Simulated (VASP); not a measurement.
# CdS (P6_3mc) in VASP: a series of runs, part 2 of 2

VASP 6.6.1. The steps go on from the part before.

## Step 4: Single point, PBEsol (zz strain of +2 %)

Input file INCAR:

```
SYSTEM = CdS
  ALGO = Normal
  EDIFF = 1E-6
  ENCUT = 520
  GGA = PS
  ISIF = 2
  ISMEAR = -1
  LASPH = .True.
  LCHARG = .False.
  LREAL = .False.
  LWAVE = .False.
  NBANDS = 26
  NELM = 100
  PREC = Accurate
  SIGMA = 0.01
```

Input file KPOINTS:

```
k-points
0
Gamma
  7 7 4
  0 0 0
```

Input file POSCAR:

```
CdS
1.0
    4.1347992034      0.0000000000      0.0000000000
   -2.0673996017      3.5808411497      0.0000000000
    0.0000000000      0.0000000000      6.8839800000
Cd S
2 2
Direct
    0.3333333333      0.6666666667      0.0000000000
    0.6666666667      0.3333333333      0.5000000000
    0.3333333333      0.6666666667      0.3850000000
    0.6666666667      0.3333333333      0.8850000000
```

Potentials or basis: VASP PAW PBE potentials, release 64 (Cd, S).

Started as:

```console
> cat potpaw_PBE.64/Cd/POTCAR potpaw_PBE.64/S/POTCAR > POTCAR
> mpirun -np 1 vasp_std > vasp.out
```

OUTCAR:

```text
SYSTEM = CdS
   EDIFF = 1E-6
   ENCUT = 520
   GGA = PS
   ISIF = 2
   ISMEAR = -1
   LASPH = .True.
   LREAL = .False.
   NELM = 100
   PREC = Accurate

 ion  position               nearest neighbor table
   1  0.333  0.667  0.000-   4 2.52   4 2.52   4 2.52   3 2.65
   2  0.667  0.333  0.500-   3 2.52   3 2.52   3 2.52   4 2.65
   3  0.333  0.667  0.385-   2 2.52   2 2.52   2 2.52   1 2.65
   4  0.667  0.333  0.885-   1 2.52   1 2.52   1 2.52   2 2.65

  LATTYP: Found a hexagonal cell.
 ALAT       =     4.1347992034
 C/A-ratio  =     1.6648885862

  Lattice vectors:

 A1 = (   4.1347992034,   0.0000000000,   0.0000000000)
 A2 = (  -2.0673996017,   3.5808411497,   0.0000000000)
 A3 = (   0.0000000000,   0.0000000000,   6.8839800000)

Analysis of symmetry for initial positions (statically):
=====================================================================
 Subroutine PRICEL returns:
 Original cell was already a primitive cell.

 Routine SETGRP: Setting up the symmetry group for a
 hexagonal supercell.

 Subroutine GETGRP returns: Found 12 space group operations
 (whereof  6 operations were pure point group operations)
 out of a pool of 24 trial point group operations.
[... 167 lines left out ...]

 E-fermi :   1.2627     XC(G=0):  -9.2428

 val. band max:        0.9983555190   @ k =   0.0000   0.0000   0.0000
 cond. band min:       2.0280069689   @ k =   0.0000   0.0000   0.0000
 fundamental gap:      1.0296514499
 Fermi energy:         1.2626539454

 k-point     1 :       0.0000    0.0000    0.0000
  band No.  band energies     occupation
      1     -11.2552      2.00000
      2     -10.8693      2.00000
      3      -6.6699      2.00000
      4      -6.6699      2.00000
      5      -6.6088      2.00000
      6      -6.6088      2.00000
[... 685 lines left out ...]
     25       9.5738      0.00000
     26       9.5738      0.00000

------------------------ aborting loop because EDIFF is reached ----------------------------------------

  FORCE on cell =-STRESS in cart. coord.  units (eV):
  Direction    XX          YY          ZZ          XY          YZ          ZX
  --------------------------------------------------------------------------------------
  -------------------------------------------------------------------------------------
  Total        0.0229966      0.0229966     -2.1965238      0.0000000     -0.0000000      0.0000000
  in kB        0.3614883      0.3614883    -34.5276808      0.0000000     -0.0000000      0.0000000
  external PRESSURE =     -11.2682348 kB  Pullay stress =       0.0000000 kB

 VOLUME and BASIS-vectors are now :
 -----------------------------------------------------------------------------
  energy-cutoff  :      520.00
  volume of cell :      101.92
      direct lattice vectors                 reciprocal lattice vectors
     4.134799203  0.000000000  0.000000000     0.241849713  0.139631997  0.000000000
    -2.067399602  3.580841150  0.000000000     0.000000000  0.279263994  0.000000000
     0.000000000  0.000000000  6.883980000     0.000000000  0.000000000  0.145264803

 POSITION                                       TOTAL-FORCE (eV/Angst)
 -----------------------------------------------------------------------------------
     -0.00000      2.38723      0.00000        -0.000000     -0.000000      0.325988
      2.06740      1.19361      3.44199        -0.000000      0.000000      0.325988
     -0.00000      2.38723      2.65033         0.000000      0.000000     -0.325988
      2.06740      1.19361      6.09232        -0.000000      0.000000     -0.325988
 -----------------------------------------------------------------------------------
    total drift:                               -0.000000     -0.000000     -0.000082

  FREE ENERGIE OF THE ION-ELECTRON SYSTEM (eV)
  ---------------------------------------------------
  free  energy   TOTEN  =       -13.5843931202 eV

  energy  without entropy=      -13.5843931202  energy(sigma->0) =      -13.58439312
```

OSZICAR:

```text
N       E                     dE             d eps       ncg     rms          rms(c)
DAV:   1     0.244559289570E+03    0.24456E+03   -0.17422E+04  1248   0.127E+03
DAV:   2    -0.826301845957E+00   -0.24539E+03   -0.23681E+03  1378   0.316E+02
DAV:   3    -0.144500812025E+02   -0.13624E+02   -0.13536E+02  1514   0.745E+01
DAV:   4    -0.145891574150E+02   -0.13908E+00   -0.13898E+00  1388   0.725E+00
DAV:   5    -0.145912876077E+02   -0.21302E-02   -0.21301E-02  1496   0.890E-01    0.105E+01
DAV:   6    -0.136134608371E+02    0.97783E+00   -0.18376E+00  1668   0.148E+01    0.834E+00
DAV:   7    -0.135919280193E+02    0.21533E-01   -0.62605E-01  1296   0.429E+00    0.376E+00
DAV:   8    -0.135859010507E+02    0.60270E-02   -0.82745E-02  1340   0.287E+00    0.474E-01
DAV:   9    -0.135842574094E+02    0.16436E-02   -0.14382E-02  1402   0.148E+00    0.137E-01
DAV:  10    -0.135842913115E+02   -0.33902E-04   -0.10796E-03  1398   0.336E-01    0.926E-02
DAV:  11    -0.135843429374E+02   -0.51626E-04   -0.13252E-04  1414   0.724E-02    0.721E-02
DAV:  12    -0.135843968097E+02   -0.53872E-04   -0.89168E-05  1288   0.494E-02    0.448E-02
DAV:  13    -0.135843922994E+02    0.45103E-05   -0.14273E-05  1500   0.380E-02    0.616E-03
DAV:  14    -0.135843931202E+02   -0.82075E-06   -0.11702E-06   962   0.110E-02
   1 F= -.13584393E+02 E0= -.13584393E+02  d E =-.186126E-13
```

It took 1.7 min on 1 thread of Intel Xeon 8259CL, shared host; peak memory 0.25 GiB.

Results:

| Quantity | Value |
| --- | --- |
| Free energy | -13.5844 eV |
| Pressure | -1.1 GPa |
| Largest force | 0.326 eV/Å |
| Band gap on the k mesh | 1.03 eV |

Forces on the atoms (eV/Å):
```
Cd   0.000  0.000  0.326
Cd   0.000  0.000  0.326
S    0.000  0.000 -0.326
S    0.000  0.000 -0.326
```

Caveat: the cell differs from its parent crystal (zz strain of +2 %); the PAW data sets were made with another functional, which shifts forces and pressure a little.

## Step 5: Single point, PBEsol (zz strain of +3 %)

Input file INCAR:

```
SYSTEM = CdS
ALGO = Normal
EDIFF = 1E-7
ENCUT = 520
GGA = PS
ISIF = 2
ISMEAR = -1
LASPH = .True.
LCHARG = .False.
LREAL = .False.
LWAVE = .False.
NBANDS = 26
NELM = 60
PREC = Accurate
SIGMA = 0.01
```

KPOINTS is that of step 4.

Changes to POSCAR since step 4:

```diff
@@ -4,3 +4,3 @@
    -2.0673996017      3.5808411497      0.0000000000
-    0.0000000000      0.0000000000      6.8839800000
+    0.0000000000      0.0000000000      6.9514700000
 Cd S
```

Potentials or basis: VASP PAW PBE potentials, release 64 (Cd, S).

Started as:

```console
> cat potpaw_PBE.64/Cd/POTCAR potpaw_PBE.64/S/POTCAR > POTCAR
> mpirun -np 1 vasp_std > vasp.out
```

OUTCAR:

```text
SYSTEM = CdS
   EDIFF = 1E-7
   ENCUT = 520
   GGA = PS
   ISIF = 2
   ISMEAR = -1
   LASPH = .True.
   LREAL = .False.
   NELM = 60
   PREC = Accurate

 ion  position               nearest neighbor table
   1  0.333  0.667  0.000-   4 2.52   4 2.52   4 2.52   3 2.68
   2  0.667  0.333  0.500-   3 2.52   3 2.52   3 2.52   4 2.68
   3  0.333  0.667  0.385-   2 2.52   2 2.52   2 2.52   1 2.68
   4  0.667  0.333  0.885-   1 2.52   1 2.52   1 2.52   2 2.68

  LATTYP: Found a hexagonal cell.
 ALAT       =     4.1347992034
 C/A-ratio  =     1.6812110233

  Lattice vectors:

 A1 = (   4.1347992034,   0.0000000000,   0.0000000000)
 A2 = (  -2.0673996017,   3.5808411497,   0.0000000000)
 A3 = (   0.0000000000,   0.0000000000,   6.9514700000)

Analysis of symmetry for initial positions (statically):
=====================================================================
 Subroutine PRICEL returns:
 Original cell was already a primitive cell.

 Routine SETGRP: Setting up the symmetry group for a
 hexagonal supercell.

 Subroutine GETGRP returns: Found 12 space group operations
 (whereof  6 operations were pure point group operations)
 out of a pool of 24 trial point group operations.

The static configuration has the point symmetry C_3v.
 The point group associated with its full space group is C_6v.

Analysis of symmetry for dynamics (positions and initial velocities):
=====================================================================
 Subroutine PRICEL returns:
 Original cell was already a primitive cell.

 Routine SETGRP: Setting up the symmetry group for a
 hexagonal supercell.

 Subroutine GETGRP returns: Found 12 space group operations
 (whereof  6 operations were pure point group operations)
 out of a pool of 24 trial point group operations.

The dynamic configuration has the point symmetry C_3v.
 The point group associated with its full space group is C_6v.

 Subroutine INISYM returns: Found 12 space group operations
 (whereof  6 operations are pure point group operations),
 and found     1 'primitive' translations

----------------------------------------------------------------------------------------

                                     Primitive cell

  volume of cell :     102.9239

  direct lattice vectors                    reciprocal lattice vectors
     4.134799203  0.000000000  0.000000000     0.241849713  0.139631997  0.000000000
    -2.067399602  3.580841150  0.000000000     0.000000000  0.279263994  0.000000000
     0.000000000  0.000000000  6.951470000     0.000000000  0.000000000  0.143854465

  length of vectors
     4.134799203  4.134799203  6.951470000     0.279263994  0.279263994  0.143854465

  position of ions in fractional coordinates (direct lattice)
     0.333333333  0.666666667  0.000000000
     0.666666667  0.333333333  0.500000000
     0.333333333  0.666666667  0.385000000
     0.666666667  0.333333333  0.885000000

  ion indices of the primitive-cell ions
   primitive index   ion index
                 1           1
                 2           2
                 3           3
                 4           4

----------------------------------------------------------------------------------------

 KPOINTS: k-points

Automatic generation of k-mesh.
 Grid dimensions read from file:
 generate k-points for:    7    7    4

 Generating k-lattice:

  Cartesian coordinates                     Fractional coordinates (reciprocal lattice)
     0.034549959  0.019947428  0.000000000     0.142857143  0.000000000  0.000000000
     0.000000000  0.039894856  0.000000000     0.000000000  0.142857143  0.000000000
     0.000000000  0.000000000  0.035963616     0.000000000  0.000000000  0.250000000

  Length of vectors
     0.039894856  0.039894856  0.035963616

  Shift w.r.t. Gamma in fractional coordinates (k-lattice)
     0.000000000  0.000000000  0.000000000

 Subroutine IBZKPT returns following result:
 ===========================================

 Found     24 irreducible k-points:

 Following reciprocal coordinates:
            Coordinates               Weight
  0.000000  0.000000  0.000000      1.000000
  0.142857  0.000000  0.000000      6.000000
  0.285714  0.000000  0.000000      6.000000
  0.428571  0.000000  0.000000      6.000000
  0.142857  0.142857  0.000000      6.000000
  0.285714  0.142857  0.000000     12.000000
[... 16 lines left out ...]
  0.428571  0.142857  0.500000      6.000000
  0.285714  0.285714  0.500000      6.000000
   k-points           NKPTS =     24   k-points in BZ     NKDIM =     24   number of bands    NBANDS=     26
   number of dos      NEDOS =    301   number of ions     NIONS =      4
   total plane-waves  NPLWV =  55296
   dimension x,y,z NGX =    32 NGY =   32 NGZ =   54
   dimension x,y,z NGXF=    64 NGYF=   64 NGZF=  108
   ions per type =               2   2
   NGX,Y,Z   is equivalent  to a cutoff of  12.87, 12.87, 12.91 a.u.
   NGXF,Y,Z  is equivalent  to a cutoff of  25.73, 25.73, 25.83 a.u.
 SYSTEM =  CdS
   PREC   = accura    normal or accurate (medium, high low for compatibility)
   ISTART =      0    job   : 0-new  1-cont  2-samecut
   ICHARG =      2    charge: 1-file 2-atom 10-const
   ISPIN  =      1    spin polarized calculation?
   LNONCOLLINEAR =      F non collinear calculations
   LSORBIT =      F    spin-orbit coupling
   LASPH  =      T    aspherical Exc in radial PAW
   ENCUT  =  520.0 eV  38.22 Ry    6.18 a.u.   7.69  7.69 12.93*2*pi/ulx,y,z
   NELM   =     60;   NELMIN=  2; NELMDL= -5     # of ELM steps
   EDIFF  = 0.1E-06   stopping-criterion for ELM
   LREAL  =      F    real-space projection
   EDIFFG = 0.1E-05   stopping-criterion for IOM
   NSW    =      0    number of steps for IOM
   IBRION =     -1    ionic relax: 0-MD 1-quasi-New 2-CG
   NFREE  =      0    steps in history (QN), initial steepest desc. (CG)
   ISIF   =      2    stress and relaxation
   ISYM   =      2    0-nonsym 1-usesym 2-fastsym
   POTIM  = 0.5000    time-step for ionic-motion
   TEBEG  =    0.0;   TEEND  =   0.0 temperature during run
   PSTRESS=    0.0 pullay stress
   NELECT =      36.0000    total number of electrons
   NUPDOWN=      -1.0000    fix difference up-down
   EMIN   =  10.00;   EMAX   =-10.00  energy-range for DOS
   EFERMI =   0.00;   METHOD = LEGACY
   ISMEAR =    -1;   SIGMA  =   0.01  broadening in eV -4-tet -1-fermi 0-gaus
   EFERMI_NEDOS =   21; number of points for ismear=-14 and -15
   IALGO  =     38    algorithm
   IMIX   =      4    mixing-type and parameters
     AMIX     =   0.40;   BMIX     =  1.00
     AMIX_MAG =   1.60;   BMIX_MAG =  1.00
  volume/ion in A,a.u.               =      25.73       173.64
  Fermi-wavevector in a.u.,A,eV,Ry     =   1.153463  2.179729 18.102233  1.330477
  Thomas-Fermi vector in A             =   2.290107
   LORBIT       =      0    0 simple, 1 ext, 2 COOP (PROOUT), +10 PAW based schemes
   GGA     = PS    functional components
   LHFCALC =     F    Hartree Fock is set to
   AEXX    =    0.0000 exact exchange contribution
   IVDW    =     0    specifies the selected vdW correction
   LEPSILON=     F    determine dielectric tensor
   LRPA    =     F    only Hartree local field effects (RPA)
 non-spin polarized calculation
  energy-cutoff  :      520.00
  volume of cell :      102.92
 maximum number of plane-waves:      2810
 NGX is ok and might be reduce to    32
   NGX = 15   NGY = 15   NGZ = 25

 number of electron      35.9999992 magnetization

 Free energy of the ion-electron system (eV)
  ---------------------------------------------------
  ext. energy  EPLUGINS =         0.00000000
  ---------------------------------------------------
  free energy    TOTEN  =       -13.56057980 eV

  energy without entropy =      -13.56057980  energy(sigma->0) =      -13.56057980

 E-fermi :   1.1959     XC(G=0):  -9.1967

 val. band max:        0.9278704223   @ k =   0.0000   0.0000   0.0000
 cond. band min:       1.9284924801   @ k =   0.0000   0.0000   0.0000
 fundamental gap:      1.0006220578
 Fermi energy:         1.1958604350

 k-point     1 :       0.0000    0.0000    0.0000
  band No.  band energies     occupation
      1     -11.2828      2.00000
      2     -10.9146      2.00000
      3      -6.7253      2.00000
      4      -6.7253      2.00000
      5      -6.6679      2.00000
      6      -6.6679      2.00000
[... 685 lines left out ...]
     25       9.4956      0.00000
     26       9.4956      0.00000

------------------------ aborting loop because EDIFF is reached ----------------------------------------

  FORCE on cell =-STRESS in cart. coord.  units (eV):
  Direction    XX          YY          ZZ          XY          YZ          ZX
  --------------------------------------------------------------------------------------
  -------------------------------------------------------------------------------------
  Total       -0.1264476     -0.1264476     -2.7147768      0.0000000      0.0000000      0.0000000
  in kB       -1.9683623     -1.9683623    -42.2599104      0.0000000      0.0000000      0.0000000
  external PRESSURE =     -15.3988783 kB  Pullay stress =       0.0000000 kB

 VOLUME and BASIS-vectors are now :
 -----------------------------------------------------------------------------
  energy-cutoff  :      520.00
  volume of cell :      102.92
      direct lattice vectors                 reciprocal lattice vectors
     4.134799203  0.000000000  0.000000000     0.241849713  0.139631997  0.000000000
    -2.067399602  3.580841150  0.000000000     0.000000000  0.279263994  0.000000000
     0.000000000  0.000000000  6.951470000     0.000000000  0.000000000  0.143854465

 POSITION                                       TOTAL-FORCE (eV/Angst)
 -----------------------------------------------------------------------------------
     -0.00000      2.38723      0.00000        -0.000000      0.000000      0.346013
      2.06740      1.19361      3.47573         0.000000     -0.000000      0.346013
     -0.00000      2.38723      2.67632         0.000000      0.000000     -0.346013
      2.06740      1.19361      6.15205         0.000000      0.000000     -0.346013
 -----------------------------------------------------------------------------------
    total drift:                               -0.000000     -0.000000      0.000179

  FREE ENERGIE OF THE ION-ELECTRON SYSTEM (eV)
  ---------------------------------------------------
  free  energy   TOTEN  =       -13.5605797964 eV

  energy  without entropy=      -13.5605797964  energy(sigma->0) =      -13.56057980
```

It took 1.8 min on 1 thread of Intel Xeon 8259CL, shared host; peak memory 0.25 GiB.

What came out:

| Item | Value |
| --- | --- |
| Free energy | -13.5606 eV |
| Pressure | -1.5 GPa |
| Largest force | 0.346 eV/Å |
| Band gap on the k mesh | 1.00 eV |

Forces in eV/Å, atoms in the order of the input:
```
Cd   0.000  0.000  0.346
Cd   0.000  0.000  0.346
S    0.000  0.000 -0.346
S    0.000  0.000 -0.346
```

Stress tensor (GPa, compression positive):
```
-0.20  0.00  0.00
 0.00 -0.20  0.00
 0.00  0.00 -4.23
```

Levels at points of the mesh, in eV from the valence-band top:
```csv
k point,band 16,band 17,band 18,band 19,band 20,band 21
"(0.00, 0.00, 0.00)",-0.12,0.00,0.00,1.00,2.67,6.37
"(0.00, 0.00, 0.50)",-0.31,-0.31,-0.31,2.65,2.65,5.86
```

Caveat: the cell differs from its parent crystal (zz strain of +3 %); the PAW data sets were made with another functional, which shifts forces and pressure a little.

## Step 6: Summary

| cell | gap on the mesh (eV) | pressure (GPa) | largest force (eV/Å) |
| --- | --- | --- | --- |
| a = 4.135, b = 4.135, c = 6.682 Å, angles 90.0, 90.0, 120.0°, 4 atoms | 1.12 | 0.4 | 0.20 |
| a = 4.135, b = 4.135, c = 6.816 Å, angles 90.0, 90.0, 120.0°, 4 atoms | 1.06 | -0.7 | 0.30 |
| a = 4.135, b = 4.135, c = 6.884 Å, angles 90.0, 90.0, 120.0°, 4 atoms | 1.03 | -1.1 | 0.33 |
| a = 4.135, b = 4.135, c = 6.951 Å, angles 90.0, 90.0, 120.0°, 4 atoms | 1.00 | -1.5 | 0.35 |

Alike in all rows: task single point; level PBEsol; potentials or basis VASP PAW PBE potentials, release 64 (Cd, S); no spin polarisation; k mesh 7 × 7 × 4; cutoff (eV) 520; smearing fermi-dirac 0.01 eV.

Caveats: the PAW data sets were made with another functional, which shifts forces and pressure a little.

Absolute energies hang on the potentials; compare differences alone.
